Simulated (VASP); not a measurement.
Set up this calculation in VASP 6.6.1, as the native input.

```
Task                   : single point
Functional             : PBEsol
Dispersion             : D3(BJ)
Potentials or basis    : VASP PAW PBE potentials, release 64 (Os)
Cutoff                 : 520 eV
k mesh                 : 9 × 9 × 9
Occupations            : fermi-dirac, width 0.05 eV
Spin                   : no spin polarisation
Hubbard terms          : Os d U = 3.0 eV
Dipole correction      : no
Further INCAR settings : ALGO = Normal; EDIFF = 1e-07; NBANDS = 10
```

The structure of Os lies in POSCAR:

```
Os
1.0
   -0.0525720000      1.9437170000      1.9376940000
    1.9482710000     -0.0376220000      1.9227440000
    1.9198500000      1.9003460000     -0.0092000000
Os
1
Direct
    0.0003050000      0.0045110000     -0.0191350000
```

This cell differs from its parent crystal: the cell strained at random.

These files were run (other wordings do the same):

INCAR

```
SYSTEM = Os
ALGO = Normal
EDIFF = 1E-7
ENCUT = 520
GGA = PS
ISIF = 2
ISMEAR = -1
IVDW = 12
LASPH = .TRUE.
LCHARG = .FALSE.
LDAU = .TRUE.
LDAUJ = 0
LDAUL = 2
LDAUPRINT = 1
LDAUTYPE = 2
LDAUU = 3
LMAXMIX = 4
LREAL = .FALSE.
LWAVE = .FALSE.
NBANDS = 10
NELM = 150
PREC = Accurate
SIGMA = 0.05
```

KPOINTS

```
k-points
0
G
  9 9 9
  0 0 0
```

Potentials or basis: VASP PAW PBE potentials, release 64 (Os).

Command:

```bash
$ cat potpaw_PBE.64/Os/POTCAR > POTCAR
$ mpirun -np 1 vasp_std > vasp.out
```

Results of the run:

```json
{"Pressure": "-32.9 GPa", "Band gap on the k mesh": "zero (band 4 reaches 10.17 eV, above the bottom of band 5 at 7.02 eV)", "Dispersion energy per atom": "-0.635 eV"}
```

Caveat: the cell differs from its parent crystal (the cell strained at random); the PAW data sets were made with another functional, which shifts forces and pressure a little; spin-orbit coupling is left out, which moves the levels of the heavy elements; U without spin polarisation on a metal has little footing; pairwise dispersion overbinds metals, which lowers pressure and volume; the U is typed as a test and isn't derived for this compound.

Wall time 22 s on 1 thread of Intel(R) Xeon(R) 6975P-C (Granite Rapids) (shared host), peak memory 0.18 GiB.
